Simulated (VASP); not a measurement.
Here is a VASP 6.6.1 calculation.

The input INCAR:

```
SYSTEM = TiC
  PREC = Accurate
  ENCUT = 520
  EDIFF = 1E-7
  ISMEAR = -1
  SIGMA = 0.05
  LREAL = .False.
  LASPH = .True.
  NELM = 60
  ALGO = Normal
  ISIF = 2
  LWAVE = .False.
  LCHARG = .False.
  GGA = PS
  NBANDS = 15
```

The input KPOINTS:

```
Automatic mesh
0
Gamma
  11 11 11
  0 0 0
```

POSCAR

```
TiC
1.0
    0.0000000000      2.1467797824      2.1467797824
    2.1467797824      0.0000000000      2.1467797824
    2.1467797824      2.1467797824      0.0000000000
Ti C
1 1
Direct
    0.0000000000      0.0000000000      0.0000000000
    0.5000000000      0.5000000000      0.5000000000
```

Potentials or basis: VASP PAW PBE potentials, release 64 (Ti_sv, C).

Run with:

```sh
$ cat potpaw_PBE.64/Ti_sv/POTCAR potpaw_PBE.64/C/POTCAR > POTCAR
$ mpirun -np 1 vasp_std > vasp.out
```

Q: Estimate the pressure.

A: 0.2 GPa.

Q: Estimate the band gap on the k mesh.

A: Zero (bands 8 and 9 overlap by 1.09 eV).

Caveat: the PAW data sets were made with another functional, which shifts forces and pressure a little.
